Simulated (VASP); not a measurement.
# ZnS: single point with PBEsol

The system is ZnS.

```xyz
4
Lattice="3.8194 0.0000 0.0000 -1.9097 3.3077 0.0000 0.0000 0.0000 6.1717" Properties=species:S:1:pos:R:3 pbc="T T T"
Zn    0.0000    2.2051    0.0336
Zn    1.9097    1.1026    3.1194
S     0.0000    2.2051    2.3425
S     1.9097    1.1026    5.4284
```

This cell differs from its parent crystal: in-plane strain +0.01.

```
Program                : VASP 6.6.1
Task                   : single point
Functional             : PBEsol
Potentials or basis    : VASP PAW PBE potentials, release 64 (Zn, S)
Cutoff                 : 520 eV
k mesh                 : 6 × 6 × 4
Occupations            : gaussian, width 0.01 eV
Spin                   : no spin polarisation
Dipole correction      : no
Further INCAR settings : ALGO = Normal; EDIFF = 1e-06; NBANDS = 26
```

```yaml
Pressure: -0.8 GPa
Largest_force: 0.112 eV/Å
Band_gap_on_the_k_mesh: 2.13 eV, direct
```

Forces on the atoms (eV/Å):
```
Zn   0.000  0.000 -0.112
Zn   0.000  0.000 -0.112
S    0.000  0.000  0.112
S    0.000  0.000  0.112
```

Stress tensor (GPa, compression positive):
```
-1.56  0.00  0.00
 0.00 -1.56  0.00
 0.00  0.00  0.70
```

Levels at points of the mesh, in eV from the valence-band top:
```csv
k point,band 15,band 16,band 17,band 18,band 19,band 20,band 21,band 22
"(0.00, 0.00, 0.00)",-0.96,-0.04,0.00,0.00,2.13,2.91,6.16,6.16
"(0.50, 0.00, 0.00)",-3.36,-2.33,-1.74,-0.88,3.48,4.21,5.05,6.78
"(0.00, 0.00, 0.50)",-0.51,-0.51,-0.51,-0.51,3.43,3.43,6.63,6.63
"(0.50, 0.00, 0.50)",-1.66,-1.66,-1.62,-1.62,3.45,3.45,5.16,5.16
```

It took 31 s on 1 thread of Intel(R) Xeon(R) Platinum 8259CL CPU @ 2.50GHz (Skylake/Cascade Lake) (shared host), peak memory 0.2 GiB.

Caveat: the cell differs from its parent crystal (in-plane strain +0.01); the PAW data sets were made with another functional, which shifts forces and pressure a little.
